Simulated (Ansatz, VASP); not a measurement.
**ZnSe: VASP beside Ansatz**

The input POSCAR:

```
ZnSe
1.0
    0.0000000000      2.6902369582      2.9936413972
    2.6902369582      0.0000000000      2.9936413972
    2.6902369582      2.6902369582      0.0000000000
Zn Se
1 1
Direct
    0.0000000000      0.0000000000      0.0000000000
    0.2500000000      0.2500000000      0.2500000000
```

INCAR.step1

```
SYSTEM = ZnSe
PREC = Accurate
ENCUT = 520
ISMEAR = 0
SIGMA = 0.01
LREAL = .False.
LASPH = .True.
NELM = 100
NBANDS = 16
GGA = PE
ALGO = Normal
EDIFF = 1E-4
LWAVE = .True.
LCHARG = .False.
```

INCAR.step2

```
SYSTEM = ZnSe
PREC = Accurate
ENCUT = 520
EDIFF = 1E-6
ISMEAR = 0
SIGMA = 0.01
LREAL = .False.
LASPH = .True.
NELM = 100
ALGO = Normal
ISIF = 2
LWAVE = .False.
LCHARG = .True.
METAGGA = R2SCAN
LMIXTAU = .True.
LELF = .True.
LVHAR = .True.
NBANDS = 16
ISTART = 1
```

The input KPOINTS:

```
regular mesh
0
Gamma
  8 8 8
  0 0 0
```

Input for Ansatz:

```yaml
crystal:
  lattice:
    - [0.0, 2.6902369582, 2.9936413972]
    - [2.6902369582, 0.0, 2.9936413972]
    - [2.6902369582, 2.6902369582, 0.0]
  atoms:
    - { symbol: Zn, position: [0.0, 0.0, 0.0] }
    - { symbol: Se, position: [0.25, 0.25, 0.25] }
kpoints:
  mp_grid: { grid: [8, 8, 8] }
  band_path:
    path:
      - [0.0, 0.0, 0.0]
      - [-0.5, -0.5, 0.0]
      - [-0.375, -0.375, 0.25]
      - [-0.375, 0.0, 0.375]
      - [0.0, 0.0, 0.5]
      - [-0.5, -0.25, 0.25]
    npoints: 1
hamiltonian:
  xc: r2scan
scf:
  occupations: { method: fixed }
  n_extra_bands: 4
output:
  forces: true
  stress: true
  eigenvalues: true
```

Change from the starting cell: epitaxial_xy strain -5.0%.

Alike in both runs: task single point; functional r2SCAN; k mesh 8 × 8 × 8; no spin polarisation.

```csv
,VASP,Ansatz
version,VASP 6.6.1,Ansatz 0.2.0
potentials or method,"VASP PAW PBE potentials, release 64 (Zn, Se)","plane waves, PAW"
plane-wave cutoff (eV),520,500
occupations,"gaussian, width 0.01 eV",fixed
valence electrons in the cell,18,28
```

```csv
,VASP,Ansatz,Ansatz less VASP
gap on the k mesh at the Fermi level (eV),1.86,1.86,-0.007
pressure (GPa),3.4,3.2,-0.14
"traceless stress, the component that is largest in VASP (GPa)",-3.26,-3.23,+0.033
```

VASP's potentials were made for PBE, not for r2SCAN. VASP's potentials hold 18 valence electrons a cell and Ansatz's 28, so a difference there can come from the potentials and not from the codes.
